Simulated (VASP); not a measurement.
Crystal: Hf2Pd2Se2Br2O3.

```xyz
11
Lattice="5.7590 0.0000 0.0000 -2.8795 4.9874 0.0000 0.0000 0.0000 8.5255" Properties=species:S:1:pos:R:3 pbc="T T T"
Hf    0.0000    3.3250    4.6209
Hf    2.8795    1.6625    4.6209
Pd    0.0000    3.3250    1.0981
Pd    2.8795    1.6625    1.0981
Se    0.0000    3.3250    7.2954
Se    2.8795    1.6625    7.2954
Br    0.0000    0.0000    1.1846
Br    0.0000    0.0000    5.5743
O     2.8795    0.0000    3.6628
O    -1.4397    2.4937    3.6628
O     1.4397    2.4937    3.6628
```

```yaml
Program: VASP 6.6.1
Task: relaxation of cell and atoms
Functional: PBE
Dispersion: D4
Potentials_or_basis: VASP PAW PBE potentials, release 64 (Hf_pv, Pd, Se, Br, O)
Cutoff: 600 eV
k_mesh: 4 × 4 × 3
Occupations: fermi-dirac, width 0.05 eV
Spin: no spin polarisation
```

At the start: pressure -2.5 GPa; volume 22.26 Å³/atom.

Problem. How do energy, volume and symmetry change on relaxing?

Solution. Over 24 steps the energy falls by 12.1 meV/atom and the volume is 20.74 Å³/atom (-6.8 %); space group P6mm (No. 183, to 0.1 Å) before and after.

Step by step:
```csv
step,energy change (eV),largest force (eV/Å),pressure (GPa),volume (Å³)
1,0.0000,0.3236,-2.51,244.87
2,0.0243,1.4411,2.66,232.73
3,-0.0488,0.4381,-0.33,239.28
4,-0.0780,0.2347,-0.08,235.53
5,-0.0828,0.2541,0.09,233.32
6,-0.0985,0.1762,0.02,231.92
7,-0.1057,0.0864,-0.05,230.04
8,-0.1175,0.1372,0.25,228.76
9,-0.1222,0.2452,0.61,227.38
10,-0.1278,0.1788,0.30,227.48
11,-0.1301,0.1383,-0.06,227.61
12,-0.1312,0.0877,-0.02,227.55
13,-0.1319,0.0501,0.03,227.46
14,-0.1319,0.0498,0.05,227.44
15,-0.1320,0.0472,0.02,227.53
16,-0.1322,0.0393,-0.06,227.78
17,-0.1322,0.0371,-0.05,227.79
18,-0.1324,0.0304,0.00,227.82
19,-0.1323,0.0529,0.10,227.88
20,-0.1324,0.0257,0.04,227.84
21,-0.1325,0.0225,0.02,227.89
22,-0.1325,0.0152,-0.01,228.02
23,-0.1325,0.0102,-0.07,228.26
24,-0.1326,0.0082,-0.04,228.13
```

Final structure:
```cif
data_structure
_symmetry_space_group_name_H-M 'P 1'
_symmetry_Int_Tables_number 1
_cell_length_a 5.6516
_cell_length_b 5.6516
_cell_length_c 8.2478
_cell_angle_alpha 90.000
_cell_angle_beta 90.000
_cell_angle_gamma 120.007
_cell_volume 228.13
loop_
_atom_site_label
_atom_site_type_symbol
_atom_site_fract_x
_atom_site_fract_y
_atom_site_fract_z
_atom_site_occupancy
Hf1 Hf 0.33333 0.66667 0.54021 1
Hf2 Hf 0.66667 0.33333 0.54021 1
Pd1 Pd 0.33331 0.66669 0.14091 1
Pd2 Pd 0.66669 0.33331 0.14091 1
Se1 Se 0.33331 0.66669 0.86069 1
Se2 Se 0.66669 0.33331 0.86069 1
Br1 Br 0.00000 0.00000 0.14002 1
Br2 Br 0.00000 0.00000 0.65329 1
O1 O 0.50000 0.00000 0.41927 1
O2 O 0.00000 0.50000 0.41927 1
O3 O 0.50000 0.50000 0.41926 1
```
